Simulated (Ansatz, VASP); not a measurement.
# RbCl: VASP beside Ansatz

```
Rb Cl
1.0
     0.00000    3.30642    3.30642
     3.30642    0.00000    3.30642
     3.30642    3.30642    0.00000
Rb Cl
1 1
Direct
  0.00000 0.00000 0.00000
  0.50000 0.50000 0.50000
```

Alike in both runs: task single point; functional r2SCAN; k mesh 8 × 8 × 8; occupations fermi-dirac, width 0.02 eV; no spin polarisation.

|  | VASP | Ansatz |
| --- | --- | --- |
| version | VASP 6.6.1 | Ansatz 0.2.0 |
| potentials or method | VASP PAW PBE potentials, release 64 (Rb_sv, Cl), cutoff 550 eV | PAW plane waves |
| valence electrons in the cell | 16 | 16 |

```tsv
	VASP	Ansatz	Ansatz less VASP
gap on the k mesh at the Fermi level (eV)	5.55	5.55	-0.001
pressure (GPa)	0.0	0.0	-0.01
```

VASP's potentials were made for PBE, not for r2SCAN. With one functional, cell and mesh, what is left measures potentials, basis and numerics.
